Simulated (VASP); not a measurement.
Mn, 2 atoms in the cell. It takes space group Fd-3m (No. 227, cubic). Conventional cell: a = 4.985 Å, b = 4.985 Å, c = 4.985 Å, α = 90.00°, β = 90.00°, γ = 90.00°. Mn (site symmetry -43m) has 4 Mn at 2.16 Å within 2.9 Å. This isn't the form of Mn at room conditions, which is a 58-atom cubic cell.

* Program: VASP 6.6.1
* Task: single point
* Functional: PBE
* Potentials or basis: VASP PAW PBE potentials, release 64 (Mn_pv)
* Cutoff: 520 eV
* k mesh: 19 × 19 × 19
* Occupations: fermi-dirac, width 0.0612256 eV
* Spin: no spin polarisation
* Dipole correction: no
* Further INCAR settings: ALGO = Normal; EDIFF = 1e-06; NBANDS = 20

Potentials or basis: VASP PAW PBE potentials, release 64 (Mn_pv).

The run is started by

```sh
$ cat potpaw_PBE.64/Mn_pv/POTCAR > POTCAR
$ mpirun -np 1 vasp_std > vasp.out
```

Hardware: 1 thread of Intel(R) Xeon(R) 6975P-C (Granite Rapids), with other jobs on the host.

Problem. Estimate the wall time of this run.

Solution. Run time: 45 s on 1 thread of Intel(R) Xeon(R) 6975P-C (Granite Rapids), on a shared host, peak memory 0.23 GiB. Counts: scf iterations 12, k points 220.
